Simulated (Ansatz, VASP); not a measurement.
Bi: VASP beside Ansatz

Contents of INCAR:

```
SYSTEM = Bi
  PREC = Accurate
  ENCUT = 520
  EDIFF = 1E-6
  ISMEAR = 1
  SIGMA = 1.0
  LREAL = .False.
  LASPH = .True.
  NELM = 100
  ALGO = Normal
  ISIF = 2
  LWAVE = .False.
  LCHARG = .False.
  GGA = CA
  NBANDS = 22
```

The input KPOINTS:

```
regular mesh
0
Gamma
  9 9 9
  0 0 0
```

File POSCAR:

```
Bi
1.0
    2.2451514826      1.2962388128      3.8388382945
   -2.2451514826      1.2962388128      3.8388382945
    0.0000000000     -2.5924776257      3.8388382945
Bi
2
Direct
    0.2371145469      0.2371145469      0.2371145469
    0.7628854531      0.7628854531      0.7628854531
```

Input for Ansatz:

```yaml
crystal:
  lattice:
    - [2.2451514826, 1.2962388128, 3.8388382945]
    - [-2.2451514826, 1.2962388128, 3.8388382945]
    - [0.0, -2.5924776257, 3.8388382945]
  atoms:
    - { symbol: Bi, position: [0.2371145469, 0.2371145469, 0.2371145469] }
    - { symbol: Bi, position: [0.7628854531, 0.7628854531, 0.7628854531] }
hamiltonian:
  xc: lda
  pseudopotentials:
    kind: paw
    azcp:
      Bi: "pseudopotentials/Bi.paw.azcp"
basis:
  ecutwfc: 420
  fft_grid_basis: typed
kpoints:
  mp_grid: { grid: [9, 9, 9], shift: [0, 0, 0] }
magnetization:
  spin_polarized: false
scf:
  occupations: { method: cold, width: 1.0 }
  lower_state_search: "off"
output:
  stress: true
  write_density: true
  write_potential: true
  elf: true
  volumetric_format: npy
```

Alike in both runs: task single point; functional LDA; k mesh 9 × 9 × 9; no spin polarisation.

|  | VASP | Ansatz |
| --- | --- | --- |
| version | VASP 6.6.1 | Ansatz 0.2.0 |
| potentials or method | VASP PAW LDA potentials, release 64 (Bi_d), cutoff 520 eV | plane waves (420 eV) with PAW, scalar-relativistic |
| occupations | methfessel-paxton of order 1, width 1 eV | cold, width 1 eV |
| valence electrons in the cell | 30 | 30 |

```tsv
	VASP	Ansatz	Ansatz less VASP
pressure (GPa)	-0.1	-0.4	-0.31
traceless stress, the component that is largest in VASP (GPa)	0.03	0.18	+0.144
```

Ansatz warns that its potentials were made for another functional, while VASP's fit it. LDA's correlation is that of Perdew and Zunger in VASP and of Perdew and Wang (1992) in Ansatz.

Neither program's run includes spin-orbit coupling.
